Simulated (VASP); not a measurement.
# MgO (F-43m) in VASP: notebook

The runs below take MgO through single point, with BLYP+D3(BJ), PBE, PBEsol.

All numbers are computed with VASP 6.6.1; they aren't measurements. Logs are shortened: lines on timing, memory, paths and dates and some standing lists are left out, and cuts for length are marked.

## Step 1: The cell of the first run

The structure is cubic, space group F-43m (No. 216). Conventional cell: a = 4.542 Å, b = 4.542 Å, c = 4.542 Å, α = 90.00°, β = 90.00°, γ = 90.00°. Within 2.6 Å of Mg (site symmetry -43m) lie 4 O at 1.97 Å. O (site symmetry -43m) has 4 Mg at 1.97 Å within 2.6 Å.

## Step 2: Single point, BLYP+D3(BJ)

File INCAR:

```
SYSTEM = MgO
AGGAC    = 1.0          
AGGAX    = 1.0          
ALDAC    = 0.0          
ALDAX    = 1.0          
ALGO     = Normal         ! electronic algorithm
EDIFF    = 1E-7           ! SCF threshold, eV
ENCUT    = 520            ! plane-wave cutoff, eV
GGA      = B5             ! functional
ISIF     = 2              ! what is computed and relaxed
ISMEAR   = -1             ! smearing method
IVDW     = 12             ! dispersion correction
LASPH    = .True.         ! aspherical terms in the spheres
LCHARG   = .False.        ! write CHGCAR
LREAL    = .False.        ! projectors in reciprocal space
LWAVE    = .False.        ! write WAVECAR
NBANDS   = 11             ! bands
NELM     = 100            ! most SCF steps
PREC     = Accurate       ! precision mode
SIGMA    = 0.05           ! smearing width, eV
VDW_A1   = 0.4298       
VDW_A2   = 4.2359       
VDW_S6   = 1.0          
VDW_S8   = 2.6996
```

File KPOINTS:

```
k-points
0
Gamma
  10 10 10
  0 0 0
```

File POSCAR:

```
MgO
1.0
    0.0000000000      2.2711750859      2.2711750859
    2.2711750859      0.0000000000      2.2711750859
    2.2711750859      2.2711750859      0.0000000000
Mg O
1 1
Direct
    0.5000000000      0.5000000000      0.5000000000
    0.7500000000      0.7500000000      0.7500000000
```

Potentials or basis: VASP PAW PBE potentials, release 64 (Mg, O).

On the command line:

```console
cat potpaw_PBE.64/Mg/POTCAR potpaw_PBE.64/O/POTCAR > POTCAR
mpirun -np 1 vasp_std > vasp.out
```

OUTCAR:

```text
SYSTEM = MgO
   EDIFF = 1E-7
   ENCUT = 520
   GGA = B5
   ISIF = 2
   ISMEAR = -1
   IVDW = 12
   LASPH = .True.
   LREAL = .False.
   NELM = 100
   PREC = Accurate
 IVDW          = 12

 ion  position               nearest neighbor table
   1  0.500  0.500  0.500-   2 1.97   2 1.97   2 1.97   2 1.97
   2  0.750  0.750  0.750-   1 1.97   1 1.97   1 1.97   1 1.97

  LATTYP: Found a face centered cubic cell.
 ALAT       =     4.5423501718

  Lattice vectors:

 A1 = (   0.0000000000,   2.2711750859,   2.2711750859)
 A2 = (   2.2711750859,   0.0000000000,   2.2711750859)
 A3 = (   2.2711750859,   2.2711750859,   0.0000000000)

Analysis of symmetry for initial positions (statically):
=====================================================================
 Subroutine PRICEL returns:
 Original cell was already a primitive cell.

 Routine SETGRP: Setting up the symmetry group for a
 face centered cubic supercell.

 Subroutine GETGRP returns: Found 24 space group operations
 (whereof 24 operations were pure point group operations)
 out of a pool of 48 trial point group operations.

The static configuration has the point symmetry T_d .

Analysis of symmetry for dynamics (positions and initial velocities):
=====================================================================
 Subroutine PRICEL returns:
 Original cell was already a primitive cell.

 Routine SETGRP: Setting up the symmetry group for a
 face centered cubic supercell.

 Subroutine GETGRP returns: Found 24 space group operations
 (whereof 24 operations were pure point group operations)
 out of a pool of 48 trial point group operations.

The dynamic configuration has the point symmetry T_d .

 Subroutine INISYM returns: Found 24 space group operations
 (whereof 24 operations are pure point group operations),
 and found     1 'primitive' translations

----------------------------------------------------------------------------------------

                                     Primitive cell

  volume of cell :      23.4305

  direct lattice vectors                    reciprocal lattice vectors
     0.000000000  2.271175086  2.271175086    -0.220150354  0.220150354  0.220150354
     2.271175086  0.000000000  2.271175086     0.220150354 -0.220150354  0.220150354
     2.271175086  2.271175086  0.000000000     0.220150354  0.220150354 -0.220150354

  length of vectors
     3.211926609  3.211926609  3.211926609     0.381311599  0.381311599  0.381311599

  position of ions in fractional coordinates (direct lattice)
     0.500000000  0.500000000  0.500000000
     0.750000000  0.750000000  0.750000000

  ion indices of the primitive-cell ions
   primitive index   ion index
                 1           1
                 2           2

----------------------------------------------------------------------------------------

 KPOINTS: k-points

Automatic generation of k-mesh.
 Grid dimensions read from file:
 generate k-points for:   10   10   10

 Generating k-lattice:

  Cartesian coordinates                     Fractional coordinates (reciprocal lattice)
    -0.022015035  0.022015035  0.022015035     0.100000000  0.000000000  0.000000000
     0.022015035 -0.022015035  0.022015035     0.000000000  0.100000000  0.000000000
     0.022015035  0.022015035 -0.022015035     0.000000000  0.000000000  0.100000000

  Length of vectors
     0.038131160  0.038131160  0.038131160

  Shift w.r.t. Gamma in fractional coordinates (k-lattice)
     0.000000000  0.000000000  0.000000000

 Subroutine IBZKPT returns following result:
 ===========================================

 Found     47 irreducible k-points:

 Following reciprocal coordinates:
            Coordinates               Weight
  0.000000  0.000000  0.000000      1.000000
  0.100000  0.000000  0.000000      8.000000
  0.200000  0.000000  0.000000      8.000000
  0.300000  0.000000  0.000000      8.000000
  0.400000  0.000000  0.000000      8.000000
  0.500000  0.000000  0.000000      4.000000
[... 16 lines left out ...]
  0.300000  0.300000  0.000000      6.000000
  0.400000  0.300000  0.000000     24.000000
 [... further k-points ...]
   k-points           NKPTS =     47   k-points in BZ     NKDIM =     47   number of bands    NBANDS=     11
   number of dos      NEDOS =    301   number of ions     NIONS =      2
   total plane-waves  NPLWV =  13824
   dimension x,y,z NGX =    24 NGY =   24 NGZ =   24
   dimension x,y,z NGXF=    48 NGYF=   48 NGZF=   48
   ions per type =               1   1
   NGX,Y,Z   is equivalent  to a cutoff of  12.42, 12.42, 12.42 a.u.
   NGXF,Y,Z  is equivalent  to a cutoff of  24.84, 24.84, 24.84 a.u.
 SYSTEM =  MgO
   PREC   = accura    normal or accurate (medium, high low for compatibility)
   ISTART =      0    job   : 0-new  1-cont  2-samecut
   ICHARG =      2    charge: 1-file 2-atom 10-const
   ISPIN  =      1    spin polarized calculation?
   LNONCOLLINEAR =      F non collinear calculations
   LSORBIT =      F    spin-orbit coupling
   LASPH  =      T    aspherical Exc in radial PAW
   ENCUT  =  520.0 eV  38.22 Ry    6.18 a.u.   5.97  5.97  5.97*2*pi/ulx,y,z
   NELM   =    100;   NELMIN=  2; NELMDL= -5     # of ELM steps
   EDIFF  = 0.1E-06   stopping-criterion for ELM
   LREAL  =      F    real-space projection
   EDIFFG = 0.1E-05   stopping-criterion for IOM
   NSW    =      0    number of steps for IOM
   IBRION =     -1    ionic relax: 0-MD 1-quasi-New 2-CG
   NFREE  =      0    steps in history (QN), initial steepest desc. (CG)
   ISIF   =      2    stress and relaxation
   ISYM   =      2    0-nonsym 1-usesym 2-fastsym
   POTIM  = 0.5000    time-step for ionic-motion
   TEBEG  =    0.0;   TEEND  =   0.0 temperature during run
   PSTRESS=    0.0 pullay stress
   NELECT =       8.0000    total number of electrons
   NUPDOWN=      -1.0000    fix difference up-down
   EMIN   =  10.00;   EMAX   =-10.00  energy-range for DOS
   EFERMI =   0.00;   METHOD = LEGACY
   ISMEAR =    -1;   SIGMA  =   0.05  broadening in eV -4-tet -1-fermi 0-gaus
   EFERMI_NEDOS =   21; number of points for ismear=-14 and -15
   IALGO  =     38    algorithm
   IMIX   =      4    mixing-type and parameters
     AMIX     =   0.40;   BMIX     =  1.00
     AMIX_MAG =   1.60;   BMIX_MAG =  1.00
  volume/ion in A,a.u.               =      11.72        79.06
  Fermi-wavevector in a.u.,A,eV,Ry     =   1.144224  2.162269 17.813394  1.309248
  Thomas-Fermi vector in A             =   2.280916
   LORBIT       =      0    0 simple, 1 ext, 2 COOP (PROOUT), +10 PAW based schemes
   GGA     = B5    functional components
   LHFCALC =     F    Hartree Fock is set to
   AEXX    =    0.0000 exact exchange contribution
   IVDW    =    12    specifies the selected vdW correction
   LEPSILON=     F    determine dielectric tensor
   LRPA    =     F    only Hartree local field effects (RPA)
 non-spin polarized calculation
  energy-cutoff  :      520.00
  volume of cell :       23.43
 maximum number of plane-waves:       642
   NGX = 11   NGY = 11   NGZ = 11

 number of electron       8.0000008 magnetization

 Free energy of the ion-electron system (eV)
  ---------------------------------------------------
  ext. energy  EPLUGINS =         0.00000000
  ---------------------------------------------------
  free energy    TOTEN  =       -11.23192080 eV

  energy without entropy =      -11.23192080  energy(sigma->0) =      -11.23192080

 E-fermi :   2.2722     XC(G=0):  -9.3352

 val. band max:        1.1600847660   @ k =   0.0000   0.0000   0.0000
 cond. band min:       5.1543600834   @ k =   0.0000   0.0000   0.0000
 fundamental gap:      3.9942753173
 Fermi energy:         2.2721934071

 k-point     1 :       0.0000    0.0000    0.0000
  band No.  band energies     occupation
      1     -14.6808      2.00000
      2       1.1601      2.00000
      3       1.1601      2.00000
      4       1.1601      2.00000
      5       5.1544      0.00000
      6      18.1401      0.00000
      7      18.1401      0.00000
      8      18.1401      0.00000
      9      21.5819      0.00000
     10      21.5819      0.00000
     11      21.8701      0.00000

 k-point     2 :       0.1000    0.0000    0.0000
  band No.  band energies     occupation
      1     -14.6200      2.00000
      2       0.7063      2.00000
      3       1.1419      2.00000
      4       1.1419      2.00000
      5       5.6914      0.00000
      6      17.2819      0.00000
      7      18.1334      0.00000
      8      18.1334      0.00000
      9      20.2667      0.00000
     10      20.2667      0.00000
     11      21.4173      0.00000

 k-point     3 :       0.2000    0.0000    0.0000
  band No.  band energies     occupation
      1     -14.4563      2.00000
      2      -0.1931      2.00000
      3       1.0950      2.00000
      4       1.0950      2.00000
      5       6.8364      0.00000
      6      15.5527      0.00000
      7      17.5957      0.00000
      8      17.5957      0.00000
      9      20.1452      0.00000
     10      20.1452      0.00000
     11      20.9483      0.00000

 k-point     4 :       0.3000    0.0000    0.0000
  band No.  band energies     occupation
      1     -14.2441      2.00000
      2      -1.0490      2.00000
      3       1.0383      2.00000
      4       1.0383      2.00000
      5       8.1081      0.00000
      6      13.7795      0.00000
      7      16.7506      0.00000
      8      16.7506      0.00000
      9      20.8528      0.00000
     10      21.1224      0.00000
     11      21.1224      0.00000
[... 239 lines left out ...]
 k-point    22 :      -0.2000    0.2000    0.0000
  band No.  band energies     occupation
      1     -14.1748      2.00000
      2      -0.9021      2.00000
      3       0.4666      2.00000
      4       1.0721      2.00000
      5       8.5319      0.00000
      6      13.9237      0.00000
      7      15.0994      0.00000
      8      16.9358      0.00000
      9      19.8997      0.00000
     10      22.1242      0.00000
     11      24.1375      0.00000

 k-point    23 :       0.3000    0.3000    0.0000
  band No.  band energies     occupation
      1     -14.1085      2.00000
      2      -0.8501      2.00000
      3       0.6627      2.00000
      4       0.6627      2.00000
      5       8.1016      0.00000
      6      13.5566      0.00000
      7      15.5474      0.00000
      8      17.8460      0.00000
      9      17.8460      0.00000
     10      24.1435      0.00000
     11      24.6973      0.00000

 k-point    24 :       0.4000    0.3000    0.0000
  band No.  band energies     occupation
      1     -13.9704      2.00000
      2      -1.0940      2.00000
      3       0.4677      2.00000
      4       0.5909      2.00000
      5       8.3642      0.00000
      6      13.1405      0.00000
      7      15.1721      0.00000
      8      17.7343      0.00000
      9      18.1398      0.00000
     10      24.6576      0.00000
     11      24.8816      0.00000

 [... further k-points ...]

------------------------ aborting loop because EDIFF is reached ----------------------------------------

 Edisp (eV)   -1.02019

 E8    (eV) :    -0.7143

  FORCE on cell =-STRESS in cart. coord.  units (eV):
  Direction    XX          YY          ZZ          XY          YZ          ZX
  --------------------------------------------------------------------------------------
  -------------------------------------------------------------------------------------
  Total       0.01009     0.01009     0.01009     0.00000     0.00000    -0.00000
  in kB       0.69018     0.69018     0.69018     0.00000     0.00000    -0.00000
  external pressure =        0.69 kB  Pullay stress =        0.00 kB

 VOLUME and BASIS-vectors are now :
 -----------------------------------------------------------------------------
  energy-cutoff  :      520.00
  volume of cell :       23.43
      direct lattice vectors                 reciprocal lattice vectors
     0.000000000  2.271175086  2.271175086    -0.220150354  0.220150354  0.220150354
     2.271175086  0.000000000  2.271175086     0.220150354 -0.220150354  0.220150354
     2.271175086  2.271175086  0.000000000     0.220150354  0.220150354 -0.220150354

 POSITION                                       TOTAL-FORCE (eV/Angst)
 -----------------------------------------------------------------------------------
      2.27118      2.27118      2.27118        -0.000000     -0.000000     -0.000000
      3.40676      3.40676      3.40676         0.000000      0.000000      0.000000
 -----------------------------------------------------------------------------------
    total drift:                                0.000001      0.000001      0.000001

  FREE ENERGIE OF THE ION-ELECTRON SYSTEM (eV)
  ---------------------------------------------------
  free  energy   TOTEN  =       -12.2521134436 eV

  energy  without entropy=      -12.2521134435  energy(sigma->0) =      -12.25211344
```

Wall time 27 s (1 thread of Intel Xeon 8259CL, shared host); peak memory 0.15 GiB.

What came out:

```
Free energy                : -12.2521 eV
Pressure                   : 0.1 GPa
Band gap on the k mesh     : 3.99 eV, direct
Dispersion energy per atom : -0.510 eV
```

Caveat: the PAW data sets were made with another functional, which shifts forces and pressure a little. A hybrid or GW would open this gap; BLYP tends to underestimate it.

[end of part 1 of 3]
